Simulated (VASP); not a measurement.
The system is K3Pd.

```
CELL_PARAMETERS angstrom
5.44501 0.00000 0.00000
0.00000 5.44501 0.00000
0.00000 0.00000 5.44501
ATOMIC_POSITIONS crystal
K 0.50000 0.50000 0.00000
K 0.50000 0.00000 0.50000
K 0.00000 0.50000 0.50000
Pd 0.00000 0.00000 0.00000
```

Base run:

| Property | Result |
| --- | --- |
| Program | VASP 6.6.1 |
| Functional | PBE |
| Dispersion | D4 |
| Potentials or basis | VASP PAW PBE potentials, release 64 (K_sv, Pd) |
| Cutoff | 520 eV |
| k mesh | 4 × 4 × 4 |
| Occupations | gaussian, width 0.1 eV |
| Spin | no spin polarisation |

Its results: band gap on the k mesh zero (an odd number of electrons rules out a gap without spin polarisation); pressure -0.3 GPa.

The run is repeated on the same cell with these changes: dispersion from D4 to D3(BJ); further incar settings from ALGO = Normal; EDIFF = 1e-06; NBANDS = 26 to ALGO = Fast; EDIFF = 1e-06; NBANDS = 26. What comes out?

Band gap on the k mesh zero (an odd number of electrons rules out a gap without spin polarisation); pressure -0.9 GPa.

Caveats: three body term missing (at least some runs).
